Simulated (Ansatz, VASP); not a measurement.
## ZrB: VASP beside Ansatz

```xyz
2
Lattice="0.0000 2.3395 2.3395 2.3250 0.0145 2.3250 2.3250 2.3250 0.0145" Properties=species:S:1:pos:R:3 pbc="T T T"
Zr    0.0000    0.0000    0.0000
B     2.3250    2.3395    2.3395
```

Change from the starting cell: strain +0.0125 x Voigt [0, 0, 0, 1, 0, 0], atoms carried along.

Alike in both runs: task single point; functional PBEsol; k mesh 18 × 18 × 18; occupations gaussian, width 0.15 eV; no spin polarisation.

|  | VASP | Ansatz |
| --- | --- | --- |
| version | VASP 6.6.1 | Ansatz 0.2.0 |
| potentials or method | VASP PAW PBE potentials, release 64 (Zr_sv, B), cutoff 520 eV | scalar-relativistic, plane waves, PAW |
| valence electrons in the cell | 15 | 15 |

|  | VASP | Ansatz | Ansatz less VASP |
| --- | --- | --- | --- |
| gap on the k mesh at the Fermi level (eV) | none | none | - |
| pressure (GPa) | 29.7 | 29.4 | -0.30 |
| traceless stress, the component that is largest in VASP (GPa) | -0.71 | -0.71 | -0.003 |

VASP's potentials were made for PBE, not for PBEsol. A gap of «none» marks a metal or a gap that the smearing closes. Both programs put the cell under a high pressure, so it lies far from rest at this level.
